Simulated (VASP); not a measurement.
# Be (P6_3/mmc) in VASP: further runs

Runs on Be. Level: PBE. Tasks: single point.

Program: VASP 6.6.1. These are calculated values, not measurements. Logs are shortened: lines on timing, memory, paths and dates and some standing lists are left out, and cuts for length are marked.

## 1. The cell of the first run

The structure is hexagonal, space group P6_3/mmc (No. 194). Conventional cell: a = 2.262 Å, b = 2.262 Å, c = 3.567 Å, α = 90.00°, β = 90.00°, γ = 120.00°. Within 2.9 Å of Be (site symmetry -6m2) lie 12 Be at 2.21 to 2.26 Å.

## 2. Single point, PBE

INCAR

```
  PREC = Accurate
  ENCUT = 520
  EDIFF = 1E-6
  ISMEAR = 0
  SIGMA = 0.1
  LREAL = F
  LASPH = T
  NELM = 80
  ALGO = Normal
  ISIF = 2
  LWAVE = F
  LCHARG = F
  GGA = PE
  NBANDS = 9
```

KPOINTS

```
Automatic mesh
0
Gamma
  21 21 12
```

POSCAR

```
Be
1.0
    2.2622084084      0.0000000000      0.0000000000
   -1.1311042042      1.9591299503      0.0000000000
    0.0000000000      0.0000000000      3.5665574260
Be
2
Direct
    0.3333333333      0.6666666667      0.2500000000
    0.6666666667      0.3333333333      0.7500000000
```

Potentials or basis: VASP PAW PBE potentials, release 64 (Be).

The run is started by

```
> cat potpaw_PBE.64/Be/POTCAR > POTCAR
> mpirun -np 1 vasp_std > vasp.out
```

OUTCAR:

```text
PREC = Accurate
   ENCUT = 520
   EDIFF = 1E-6
   ISMEAR = 0
   LREAL = F
   LASPH = T
   NELM = 80
   ISIF = 2
   GGA = PE

 ion  position               nearest neighbor table
   1  0.333  0.667  0.250-   2 2.21   2 2.21   2 2.21   2 2.21   2 2.21   2 2.21
   2  0.667  0.333  0.750-   1 2.21   1 2.21   1 2.21   1 2.21   1 2.21   1 2.21

  LATTYP: Found a hexagonal cell.
 ALAT       =     2.2622084084
 C/A-ratio  =     1.5765821631

  Lattice vectors:

 A1 = (   2.2622084084,   0.0000000000,   0.0000000000)
 A2 = (  -1.1311042042,   1.9591299503,   0.0000000000)
 A3 = (   0.0000000000,   0.0000000000,   3.5665574260)

Analysis of symmetry for initial positions (statically):
=====================================================================
 Subroutine PRICEL returns:
 Original cell was already a primitive cell.

 Routine SETGRP: Setting up the symmetry group for a
 hexagonal supercell.

 Subroutine GETGRP returns: Found 24 space group operations
 (whereof 12 operations were pure point group operations)
 out of a pool of 24 trial point group operations.

The static configuration has the point symmetry D_3d.
 The point group associated with its full space group is D_6h.

Analysis of symmetry for dynamics (positions and initial velocities):
=====================================================================
 Subroutine PRICEL returns:
 Original cell was already a primitive cell.

 Routine SETGRP: Setting up the symmetry group for a
 hexagonal supercell.

 Subroutine GETGRP returns: Found 24 space group operations
 (whereof 12 operations were pure point group operations)
 out of a pool of 24 trial point group operations.

The dynamic configuration has the point symmetry D_3d.
 The point group associated with its full space group is D_6h.

 Subroutine INISYM returns: Found 24 space group operations
 (whereof 12 operations are pure point group operations),
 and found     1 'primitive' translations

----------------------------------------------------------------------------------------

                                     Primitive cell

  volume of cell :      15.8068

  direct lattice vectors                    reciprocal lattice vectors
     2.262208408  0.000000000  0.000000000     0.442045921  0.255215332  0.000000000
    -1.131104204  1.959129950  0.000000000     0.000000000  0.510430663  0.000000000
     0.000000000  0.000000000  3.566557426     0.000000000  0.000000000  0.280382419

  length of vectors
     2.262208408  2.262208408  3.566557426     0.510430663  0.510430663  0.280382419

  position of ions in fractional coordinates (direct lattice)
     0.333333333  0.666666667  0.250000000
     0.666666667  0.333333333  0.750000000

  ion indices of the primitive-cell ions
   primitive index   ion index
                 1           1
                 2           2

----------------------------------------------------------------------------------------

 KPOINTS: Automatic mesh

Automatic generation of k-mesh.
 Grid dimensions read from file:
 generate k-points for:   21   21   12

 Generating k-lattice:

  Cartesian coordinates                     Fractional coordinates (reciprocal lattice)
     0.021049806  0.012153111  0.000000000     0.047619048  0.000000000  0.000000000
     0.000000000  0.024306222  0.000000000     0.000000000  0.047619048  0.000000000
     0.000000000  0.000000000  0.023365202     0.000000000  0.000000000  0.083333333

  Length of vectors
     0.024306222  0.024306222  0.023365202

  Shift w.r.t. Gamma in fractional coordinates (k-lattice)
     0.000000000  0.000000000  0.000000000

 Subroutine IBZKPT returns following result:
 ===========================================

 Found    336 irreducible k-points:

 Following reciprocal coordinates:
            Coordinates               Weight
  0.000000  0.000000  0.000000      1.000000
  0.047619  0.000000  0.000000      6.000000
  0.095238  0.000000  0.000000      6.000000
  0.142857  0.000000  0.000000      6.000000
  0.190476  0.000000  0.000000      6.000000
  0.238095  0.000000  0.000000      6.000000
[... 16 lines left out ...]
  0.142857  0.095238  0.000000     12.000000
  0.190476  0.095238  0.000000     12.000000
 [... further k-points ...]
   k-points           NKPTS =    336   k-points in BZ     NKDIM =    336   number of bands    NBANDS=      9
   number of dos      NEDOS =    301   number of ions     NIONS =      2
   total plane-waves  NPLWV =   9072
   dimension x,y,z NGX =    18 NGY =   18 NGZ =   28
   dimension x,y,z NGXF=    36 NGYF=   36 NGZF=   56
   ions per type =               2
   NGX,Y,Z   is equivalent  to a cutoff of  13.23, 13.23, 13.05 a.u.
   NGXF,Y,Z  is equivalent  to a cutoff of  26.46, 26.46, 26.10 a.u.
 SYSTEM =  unknown system
   PREC   = accura    normal or accurate (medium, high low for compatibility)
   ISTART =      0    job   : 0-new  1-cont  2-samecut
   ICHARG =      2    charge: 1-file 2-atom 10-const
   ISPIN  =      1    spin polarized calculation?
   LNONCOLLINEAR =      F non collinear calculations
   LSORBIT =      F    spin-orbit coupling
   LASPH  =      T    aspherical Exc in radial PAW
   ENCUT  =  520.0 eV  38.22 Ry    6.18 a.u.   4.21  4.21  6.63*2*pi/ulx,y,z
   NELM   =     80;   NELMIN=  2; NELMDL= -5     # of ELM steps
   EDIFF  = 0.1E-05   stopping-criterion for ELM
   LREAL  =      F    real-space projection
   EDIFFG = 0.1E-04   stopping-criterion for IOM
   NSW    =      0    number of steps for IOM
   IBRION =     -1    ionic relax: 0-MD 1-quasi-New 2-CG
   NFREE  =      0    steps in history (QN), initial steepest desc. (CG)
   ISIF   =      2    stress and relaxation
   ISYM   =      2    0-nonsym 1-usesym 2-fastsym
   POTIM  = 0.5000    time-step for ionic-motion
   TEBEG  =    0.0;   TEEND  =   0.0 temperature during run
   PSTRESS=    0.0 pullay stress
   NELECT =       4.0000    total number of electrons
   NUPDOWN=      -1.0000    fix difference up-down
   EMIN   =  10.00;   EMAX   =-10.00  energy-range for DOS
   EFERMI =   0.00;   METHOD = LEGACY
   ISMEAR =     0;   SIGMA  =   0.10  broadening in eV -4-tet -1-fermi 0-gaus
   EFERMI_NEDOS =   21; number of points for ismear=-14 and -15
   IALGO  =     38    algorithm
   IMIX   =      4    mixing-type and parameters
     AMIX     =   0.40;   BMIX     =  1.00
     AMIX_MAG =   1.60;   BMIX_MAG =  1.00
  volume/ion in A,a.u.               =       7.90        53.33
  Fermi-wavevector in a.u.,A,eV,Ry     =   1.035491  1.956795 14.588742  1.072242
  Thomas-Fermi vector in A             =   2.169837
   LORBIT       =      0    0 simple, 1 ext, 2 COOP (PROOUT), +10 PAW based schemes
   GGA     = PE    functional components
   LHFCALC =     F    Hartree Fock is set to
   AEXX    =    0.0000 exact exchange contribution
   IVDW    =     0    specifies the selected vdW correction
   LEPSILON=     F    determine dielectric tensor
   LRPA    =     F    only Hartree local field effects (RPA)
 non-spin polarized calculation
 Gauss-broadening in eV      SIGMA  =   0.10
  energy-cutoff  :      520.00
  volume of cell :       15.81
 maximum number of plane-waves:       446
 NGX is ok and might be reduce to    18
   NGX =  9   NGY =  9   NGZ = 13

 number of electron       4.0000000 magnetization

 Free energy of the ion-electron system (eV)
  ---------------------------------------------------
  ext. energy  EPLUGINS =         0.00000000
  ---------------------------------------------------
  free energy    TOTEN  =        -7.53053920 eV

  energy without entropy =       -7.52900337  energy(sigma->0) =       -7.52977128

 E-fermi :   7.0704     XC(G=0): -10.6068

 val. band max:        7.0317753865   @ k =   0.2857   0.2381   0.0833
 cond. band min:       7.0725177109   @ k =   0.3333   0.2857   0.3333
 fundamental gap:      0.0407423244
 Fermi energy:         7.0704340412

 k-point     1 :       0.0000    0.0000    0.0000
  band No.  band energies     occupation
      1      -4.3254      2.00000
      2       2.5742      2.00000
      3       8.1197      0.00000
      4      23.0538      0.00000
      5      23.0538      0.00000
      6      25.8948      0.00000
      7      25.8948      0.00000
      8      27.9309      0.00000
      9      34.1573      0.00000

 k-point     2 :       0.0476    0.0000    0.0000
  band No.  band energies     occupation
      1      -4.2602      2.00000
      2       2.6597      2.00000
      3       8.1394      0.00000
      4      22.4998      0.00000
      5      22.6270      0.00000
      6      25.9017      0.00000
      7      26.1295      0.00000
      8      27.8127      0.00000
      9      32.9743      0.00000

 k-point     3 :       0.0952    0.0000    0.0000
  band No.  band energies     occupation
      1      -4.0642      2.00000
      2       2.9162      2.00000
      3       8.1955      0.00000
      4      21.0902      0.00000
      5      21.7141      0.00000
      6      25.8730      0.00000
      7      26.4358      0.00000
      8      27.4120      0.00000
      9      31.1851      0.00000

 k-point     4 :       0.1429    0.0000    0.0000
  band No.  band energies     occupation
      1      -3.7375      2.00000
      2       3.3431      2.00000
      3       8.2765      0.00000
      4      19.2593      0.00000
      5      20.6925      0.00000
      6      25.7173      0.00000
      7      26.4426      0.00000
      8      26.6015      0.00000
      9      29.2905      0.00000

 k-point     5 :       0.1905    0.0000    0.0000
  band No.  band energies     occupation
      1      -3.2799      2.00000
      2       3.9391      2.00000
      3       8.3525      0.00000
      4      17.3338      0.00000
      5      19.7076      0.00000
      6      25.1867      0.00000
      7      25.2602      0.00000
      8      26.1499      0.00000
      9      27.7348      0.00000

 k-point     6 :       0.2381    0.0000    0.0000
  band No.  band energies     occupation
      1      -2.6916      2.00000
      2       4.7024      2.00000
      3       8.3526      0.00000
      4      15.5503      0.00000
      5      18.8191      0.00000
      6      23.4447      0.00000
      7      23.9270      0.00000
      8      25.6974      0.00000
      9      26.9897      0.00000
[... 169 lines left out ...]
 k-point    21 :       0.4762    0.0476    0.0000
  band No.  band energies     occupation
      1       2.0840      2.00000
      2       3.9459      2.00000
      3      10.7247      0.00000
      4      13.5672      0.00000
      5      13.7721      0.00000
      6      15.1906      0.00000
      7      18.1688      0.00000
      8      23.8560      0.00000
      9      27.0703      0.00000

 k-point    22 :       0.0952    0.0952    0.0000
  band No.  band energies     occupation
      1      -3.5412      2.00000
      2       3.5988      2.00000
      3       8.3259      0.00000
      4      18.8286      0.00000
      5      19.4639      0.00000
      6      25.7312      0.00000
      7      26.0650      0.00000
      8      26.1609      0.00000
      9      30.1152      0.00000

 k-point    23 :       0.1429    0.0952    0.0000
  band No.  band energies     occupation
      1      -3.0829      2.00000
      2       4.1941      2.00000
      3       8.4076      0.00000
      4      17.0477      0.00000
      5      18.4330      0.00000
      6      24.9470      0.00000
      7      25.1571      0.00000
      8      25.5269      0.00000
      9      29.4564      0.00000

 k-point    24 :       0.1905    0.0952    0.0000
  band No.  band energies     occupation
      1      -2.4936      2.00000
      2       4.9564      2.00000
      3       8.4347      0.00000
      4      15.2543      0.00000
      5      17.5392      0.00000
      6      23.3183      0.00000
      7      24.0428      0.00000
      8      25.0433      0.00000
      9      28.8439      0.00000

 [... further k-points ...]
[... 5 lines left out ...]
  --------------------------------------------------------------------------------------
  -------------------------------------------------------------------------------------
  Total        0.0205567      0.0205567      0.0196430      0.0000000      0.0000000      0.0000000
  in kB        2.0836218      2.0836218      1.9910098      0.0000000      0.0000000      0.0000000
  external PRESSURE =       2.0527511 kB  Pullay stress =       0.0000000 kB

 VOLUME and BASIS-vectors are now :
 -----------------------------------------------------------------------------
  energy-cutoff  :      520.00
  volume of cell :       15.81
      direct lattice vectors                 reciprocal lattice vectors
     2.262208408  0.000000000  0.000000000     0.442045921  0.255215332  0.000000000
    -1.131104204  1.959129950  0.000000000     0.000000000  0.510430663  0.000000000
     0.000000000  0.000000000  3.566557426     0.000000000  0.000000000  0.280382419

 POSITION                                       TOTAL-FORCE (eV/Angst)
 -----------------------------------------------------------------------------------
     -0.00000      1.30609      0.89164        -0.000000     -0.000000      0.000000
      1.13110      0.65304      2.67492         0.000000      0.000000      0.000000
 -----------------------------------------------------------------------------------
    total drift:                                0.000000     -0.000000      0.000000

  FREE ENERGIE OF THE ION-ELECTRON SYSTEM (eV)
  ---------------------------------------------------
  free  energy   TOTEN  =        -7.5305391964 eV

  energy  without entropy=       -7.5290033686  energy(sigma->0) =       -7.52977128
```

Run time: 25 s. Hardware: 1 thread of Intel Xeon Platinum 8488C (Sapphire Rapids), shared host; peak memory 0.15 GiB.

Results:

```yaml
Free_energy: -7.5305 eV
Pressure: 0.2 GPa
Band_gap_on_the_k_mesh: zero (bands 2 and 3 overlap by 2.09 eV)
```

## 3. Single point, PBE (8.14 Å³/atom)

This run uses another cell than the first one, of 8.14 Å³/atom.

INCAR

```
PREC     = Accurate       # precision mode
ENCUT    = 520            # plane-wave cutoff, eV
EDIFF    = 1E-6           # SCF threshold, eV
ISMEAR   = 0              # smearing method
SIGMA    = 0.1            # smearing width, eV
LREAL    = False          # projectors in reciprocal space
LASPH    = True           # aspherical terms in the spheres
NELM     = 80             # most SCF steps
ALGO     = Normal         # electronic algorithm
ISIF     = 2              # what is computed and relaxed
LWAVE    = False          # write WAVECAR
LCHARG   = False          # write CHGCAR
GGA      = PE             # functional
NBANDS   = 9              # bands
```

KPOINTS

```
regular mesh
0
Gamma
  21 21 12
```

POSCAR

```
Be
1.0
    2.2857323050      0.0000000000      0.0000000000
   -1.1428661525      1.9795022424      0.0000000000
    0.0000000000      0.0000000000      3.5983295693
Be
2
Direct
    0.3333333333      0.6666666667      0.2500000000
    0.6666666667      0.3333333333      0.7500000000
```

Potentials or basis: VASP PAW PBE potentials, release 64 (Be).

The run is started by

```
> cat potpaw_PBE.64/Be/POTCAR > POTCAR
> mpirun -np 1 vasp_std > vasp.out
```

Run time: 24 s. Hardware: 1 thread of Intel Xeon Platinum 8488C (Sapphire Rapids), shared host; peak memory 0.15 GiB.

The run converged. Its results:

| Property | Result |
| --- | --- |
| Free energy | -7.5259 eV |
| Pressure | -3.3 GPa |
| Band gap on the k mesh | zero (bands 2 and 3 overlap by 2.06 eV) |

Levels at points of the mesh, in eV from the Fermi level:
| k point | band 1 | band 2 | band 3 | band 4 | band 5 |
| --- | --- | --- | --- | --- | --- |
| (0.00, 0.00, 0.00) | -11.23 | -4.38 | 0.98 | 15.59 | 15.59 |
| (0.00, 0.00, 0.50) | -9.09 | -9.09 | 10.44 | 10.44 | 17.20 |

Caveat: the cell stands under tension.

(Continued in part 2 of 2.)

The gap in the log of VASP goes by the Fermi energy; the results here count the filled bands.